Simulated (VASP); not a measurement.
Input of a VASP 6.6.1 run:

File INCAR:

```
SYSTEM = HfN
PREC = Accurate ; ENCUT = 520
EDIFF = 1E-7 ; ISMEAR = -1
SIGMA = 0.1 ; LREAL = .FALSE.
LASPH = .TRUE. ; NELM = 100
ALGO = Normal ; ISIF = 2
LWAVE = .FALSE. ; LCHARG = .TRUE.
GGA = CA ; LELF = .TRUE.
LVHAR = .TRUE. ; NBANDS = 14
```

The input KPOINTS:

```
Automatic mesh
0
G
  15 15 15
  0 0 0
```

File POSCAR:

```
HfN
1.0
    0.0000000000      2.0023889422      2.0023889422
    2.0023889422      0.0000000000      2.0023889422
    2.0023889422      2.0023889422      0.0000000000
Hf N
1 1
Direct
    0.0000000000      0.0000000000      0.0000000000
    0.5000000000      0.5000000000      0.5000000000
```

Potentials or basis: VASP PAW LDA potentials, release 64 (Hf_pv, N).

Launch:

```bash
$ cat potpaw_LDA.64/Hf_pv/POTCAR potpaw_LDA.64/N/POTCAR > POTCAR
$ mpirun -np 1 vasp_std > vasp.out
```

Task: What does it give for the pressure?

Result: 200.3 GPa.
